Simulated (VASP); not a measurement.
# Sb2Se3 (Pnma) in VASP: single point with HSE06

Aim: the single point of Sb2Se3 with HSE06.

All numbers are computed with VASP 6.6.1; they aren't measurements. Logs are shortened: lines on timing, memory, paths and dates and some standing lists are left out, and cuts for length are marked.

**1. The cell of the first run**

Symmetry: Pnma, No. 62, orthorhombic system. The conventional cell has a = 11.665 Å, b = 3.990 Å, c = 11.360 Å, α = 90.00°, β = 90.00°, γ = 90.00°. Within 3.6 Å of Sb (site symmetry m) lie 7 Se at 2.72 to 3.56 Å. Sb (site symmetry m) has 7 Se at 2.64 to 3.42 Å within 3.5 Å. Within 3.5 Å of Se (site symmetry m) lie 5 Sb at 2.64 to 3.12 Å. Within 4.0 Å of Se (site symmetry m) lie 5 Sb at 2.72 to 3.42 Å and 8 Se at 3.38 to 3.99 Å. Se (site symmetry m) has 4 Sb at 2.73 to 3.56 Å and 9 Se at 3.38 to 3.99 Å within 4.0 Å.

**2. Single point, HSE06**

Input file POSCAR:

```
Sb2Se3
1.0
   11.6654160322      0.0000000000      0.0000000000
    0.0000000000      3.9903715114      0.0000000000
    0.0000000000      0.0000000000     11.3600401068
Sb Se
8 12
Direct
    0.0197182551      0.2500000000      0.3292370596
    0.9802817449      0.7500000000      0.6707629404
    0.4802817449      0.7500000000      0.8292370596
    0.5197182551      0.2500000000      0.1707629404
    0.1513270779      0.7500000000      0.0397940397
    0.8486729221      0.2500000000      0.9602059603
    0.3486729221      0.2500000000      0.5397940397
    0.6513270779      0.7500000000      0.4602059603
    0.0558595029      0.2500000000      0.8674617196
    0.9441404971      0.7500000000      0.1325382804
    0.4441404971      0.7500000000      0.3674617196
    0.5558595029      0.2500000000      0.6325382804
    0.1286988383      0.7500000000      0.4467201863
    0.8713011617      0.2500000000      0.5532798137
    0.3713011617      0.2500000000      0.9467201863
    0.6286988383      0.7500000000      0.0532798137
    0.2160943473      0.2500000000      0.1984400826
    0.7839056527      0.7500000000      0.8015599174
    0.2839056527      0.7500000000      0.6984400826
    0.7160943473      0.2500000000      0.3015599174
```

Input file INCAR.step1:

```
SYSTEM = Sb2Se3
ALGO = Normal
EDIFF = 1E-5
ENCUT = 520
GGA = PE
ISIF = 2
ISMEAR = 0
LASPH = .True.
LCHARG = .False.
LREAL = Auto
LWAVE = .True.
NBANDS = 72
NELM = 60
PREC = Accurate
SIGMA = 0.01
```

Input file INCAR.step2:

```
SYSTEM = Sb2Se3
ALGO = Normal
EDIFF = 1E-6
ENCUT = 520
GGA = PE
HFSCREEN = 0.2079
ISIF = 2
ISMEAR = 0
ISTART = 1
LASPH = .True.
LCHARG = .False.
LHFCALC = .True.
LREAL = Auto
LWAVE = .False.
NBANDS = 72
NELM = 60
PREC = Accurate
PRECFOCK = Fast
SIGMA = 0.01
```

Input file KPOINTS:

```
k-points
0
Gamma
  1 4 1
  0 0 0
```

Potentials or basis: VASP PAW PBE potentials, release 64 (Sb, Se).

Started as:

```
> cat potpaw_PBE.64/Sb/POTCAR potpaw_PBE.64/Se/POTCAR > POTCAR
> cp INCAR.step1 INCAR
> mpirun -np 1 vasp_std > vasp.out
> cp INCAR.step2 INCAR
> mpirun -np 1 vasp_std > vasp.out
```

OUTCAR:

```text
SYSTEM = Sb2Se3
   EDIFF = 1E-6
   ENCUT = 520
   GGA = PE
   HFSCREEN = 0.2079
   ISIF = 2
   ISMEAR = 0
   ISTART = 1
   LASPH = .True.
   LHFCALC = .True.
   LREAL = Auto
   NELM = 60
   PREC = Accurate
   PRECFOCK = Fast

 ion  position               nearest neighbor table
   1  0.020  0.250  0.329-  13 2.72  13 2.72  17 2.73  14 3.08  10 3.12  10 3.12
   2  0.980  0.750  0.671-  14 2.72  14 2.72  18 2.73  13 3.08   9 3.12   9 3.12
   3  0.480  0.750  0.829-  15 2.72  15 2.72  19 2.73  16 3.08  12 3.12  12 3.12
   4  0.520  0.250  0.171-  16 2.72  16 2.72  20 2.73  15 3.08  11 3.12  11 3.12
   5  0.151  0.750  0.040-  10 2.64  17 2.79  17 2.79   9 3.01   9 3.01
   6  0.849  0.250  0.960-   9 2.64  18 2.79  18 2.79  10 3.01  10 3.01
   7  0.349  0.250  0.540-  12 2.64  19 2.79  19 2.79  11 3.01  11 3.01
   8  0.651  0.750  0.460-  11 2.64  20 2.79  20 2.79  12 3.01  12 3.01
   9  0.056  0.250  0.867-   6 2.64   5 3.01   5 3.01   2 3.12   2 3.12
  10  0.944  0.750  0.133-   5 2.64   6 3.01   6 3.01   1 3.12   1 3.12
  11  0.444  0.750  0.367-   8 2.64   7 3.01   7 3.01   4 3.12   4 3.12
  12  0.556  0.250  0.633-   7 2.64   8 3.01   8 3.01   3 3.12   3 3.12
  13  0.129  0.750  0.447-   1 2.72   1 2.72   2 3.08
  14  0.871  0.250  0.553-   2 2.72   2 2.72   1 3.08
  15  0.371  0.250  0.947-   3 2.72   3 2.72   4 3.08
  16  0.629  0.750  0.053-   4 2.72   4 2.72   3 3.08
  17  0.216  0.250  0.198-   1 2.73   5 2.79   5 2.79
  18  0.784  0.750  0.802-   2 2.73   6 2.79   6 2.79
  19  0.284  0.750  0.698-   3 2.73   7 2.79   7 2.79
  20  0.716  0.250  0.302-   4 2.73   8 2.79   8 2.79

  LATTYP: Found a simple orthorhombic cell.
 ALAT       =     3.9903715114
 B/A-ratio  =     2.8468627731
 C/A-ratio  =     2.9233909672

  Lattice vectors:

 A1 = (   0.0000000000,   3.9903715114,   0.0000000000)
 A2 = (   0.0000000000,   0.0000000000,  11.3600401068)
 A3 = (  11.6654160322,   0.0000000000,   0.0000000000)

Analysis of symmetry for initial positions (statically):
=====================================================================
 Subroutine PRICEL returns:
 Original cell was already a primitive cell.

 Routine SETGRP: Setting up the symmetry group for a
 simple orthorhombic supercell.

 Subroutine GETGRP returns: Found  8 space group operations
 (whereof  2 operations were pure point group operations)
 out of a pool of  8 trial point group operations.

[... 142 lines left out ...]
   NUPDOWN=      -1.0000    fix difference up-down
   EMIN   =  10.00;   EMAX   =-10.00  energy-range for DOS
   EFERMI =   0.00;   METHOD = LEGACY
   ISMEAR =     0;   SIGMA  =   0.01  broadening in eV -4-tet -1-fermi 0-gaus
   EFERMI_NEDOS =   21; number of points for ismear=-14 and -15
   IALGO  =     38    algorithm
   IMIX   =      1    mixing-type and parameters
     AMIX     =   0.40;   BMIX     =  1.00
     AMIX_MAG =   1.60;   BMIX_MAG =  1.00
  volume/ion in A,a.u.               =      26.44       178.43
  Fermi-wavevector in a.u.,A,eV,Ry     =   0.975850  1.844089 12.956598  0.952283
  Thomas-Fermi vector in A             =   2.106422
   LORBIT       =      0    0 simple, 1 ext, 2 COOP (PROOUT), +10 PAW based schemes
   GGA     = PE    functional components
   LHFCALC =     T    Hartree Fock is set to
   PRECFOCK=fast      Normal, Fast or Accurate (Low or Medium for compatibility)
   ENCUT4O =  -1.0   cutoff for four orbital integrals eV
   NKREDX  =     1    reduce k-point grid by
   NKREDY  =     1    reduce k-point grid by
   NKREDZ  =     1    reduce k-point grid by
   AEXX    =    0.2500 exact exchange contribution
   HFSCREEN=    0.2079 screening length (either q_TF or 0.3 A-1)
   HFSCREENC=   0.2079 screening length for correlation (either q_TF or 0.3 A-1)
   ENCUTFOCK=  -1.0 apply spherical cutoff to Coloumb kernel
   IVDW    =     0    specifies the selected vdW correction
   LEPSILON=     F    determine dielectric tensor
   LRPA    =     F    only Hartree local field effects (RPA)
 non-spin polarized calculation
 Gauss-broadening in eV      SIGMA  =   0.01
  energy-cutoff  :      520.00
  volume of cell :      528.80
 maximum number of plane-waves:     14255
 NGX is ok and might be reduce to    90
  NGX = 48; NGY = 16; NGZ = 48

 number of electron     111.9999996 magnetization

 Free energy of the ion-electron system (eV)
  ---------------------------------------------------
  ext. energy  EPLUGINS =         0.00000000
  ---------------------------------------------------
  free energy    TOTEN  =       -98.34603529 eV

  energy without entropy =      -98.34603529  energy(sigma->0) =      -98.34603529

 E-fermi :   4.6051     XC(G=0):  -7.9126

 val. band max:        4.5069019544   @ k =   0.0000   0.0000   0.0000
 cond. band min:       5.9591061097   @ k =   0.0000   0.0000   0.0000
 fundamental gap:      1.4522041553
 Fermi energy:         4.6050693900

 k-point     1 :       0.0000    0.0000    0.0000
  band No.  band energies     occupation
      1     -11.1801      2.00000
      2     -10.7297      2.00000
      3     -10.4213      2.00000
      4     -10.3114      2.00000
      5     -10.3046      2.00000
      6      -9.9615      2.00000
[... 202 lines left out ...]
     67       8.5758      0.00000
     68       8.5758      0.00000
 [bands above 68 left out]

------------------------ aborting loop because EDIFF is reached ----------------------------------------

  FORCE on cell =-STRESS in cart. coord.  units (eV):
  Direction    XX          YY          ZZ          XY          YZ          ZX
  --------------------------------------------------------------------------------------
  -------------------------------------------------------------------------------------
  Total        0.1412148     -1.2229246     -1.5734029      0.0000000      0.0000000      0.0000000
  in kB        0.4278556     -3.7052443     -4.7671310      0.0000000      0.0000000      0.0000000
  external PRESSURE =      -2.6815066 kB  Pullay stress =       0.0000000 kB

 VOLUME and BASIS-vectors are now :
 -----------------------------------------------------------------------------
  energy-cutoff  :      520.00
  volume of cell :      528.80
      direct lattice vectors                 reciprocal lattice vectors
    11.665416032  0.000000000  0.000000000     0.085723475  0.000000000  0.000000000
     0.000000000  3.990371511  0.000000000     0.000000000  0.250603233  0.000000000
     0.000000000  0.000000000 11.360040107     0.000000000  0.000000000  0.088027858

 POSITION                                       TOTAL-FORCE (eV/Angst)
 -----------------------------------------------------------------------------------
      0.23002      0.99759      3.74015         0.712641      0.000000      0.210396
     11.43539      2.99278      7.61989        -0.712641     -0.000000     -0.210396
      5.60269      2.99278      9.42017        -0.712641     -0.000000      0.210396
      6.06273      0.99759      1.93987         0.712641      0.000000     -0.210396
      1.76529      2.99278      0.45206        -0.263785     -0.000000      0.432408
      9.90012      0.99759     10.90798         0.263785     -0.000000     -0.432408
[... 12 lines left out ...]
      3.31188      2.99278      7.93431         0.544495     -0.000000     -0.295403
      8.35354      0.99759      3.42573        -0.544495     -0.000000      0.295403
 -----------------------------------------------------------------------------------
    total drift:                               -0.000003      0.000000     -0.000001

  FREE ENERGIE OF THE ION-ELECTRON SYSTEM (eV)
  ---------------------------------------------------
  free  energy   TOTEN  =       -98.3460352897 eV

  energy  without entropy=      -98.3460352897  energy(sigma->0) =      -98.34603529
```

Run time: 39 min. Hardware: 1 thread of Oxide Virtual Turin-like, shared host; peak memory 0.74 GiB.

What came out:

| Property | Result |
| --- | --- |
| Free energy | -98.3460 eV |
| Pressure | -0.3 GPa |
| Largest force | 0.743 eV/Å |
| Band gap on the k mesh | 1.45 eV |

Forces on the atoms (eV/Å):
```
Sb   0.713  0.000  0.210
Sb  -0.713  0.000 -0.210
Sb  -0.713  0.000  0.210
Sb   0.713  0.000 -0.210
Sb  -0.264  0.000  0.432
Sb   0.264  0.000 -0.432
Sb   0.264  0.000  0.432
Sb  -0.264  0.000 -0.432
Se  -0.301  0.000  0.204
Se   0.301  0.000 -0.204
Se   0.301  0.000  0.204
Se  -0.301  0.000 -0.204
Se  -0.242  0.000 -0.240
Se   0.242  0.000  0.240
Se   0.242  0.000 -0.240
Se  -0.242  0.000  0.240
Se  -0.544  0.000 -0.295
Se   0.544  0.000  0.295
Se   0.544  0.000 -0.295
Se  -0.544  0.000  0.295
```

Caveat: the k points lie up to 0.55 Å⁻¹ apart; the PAW data sets were made with another functional, which shifts forces and pressure a little; spin-orbit coupling is left out, which moves the levels of the heavy elements.
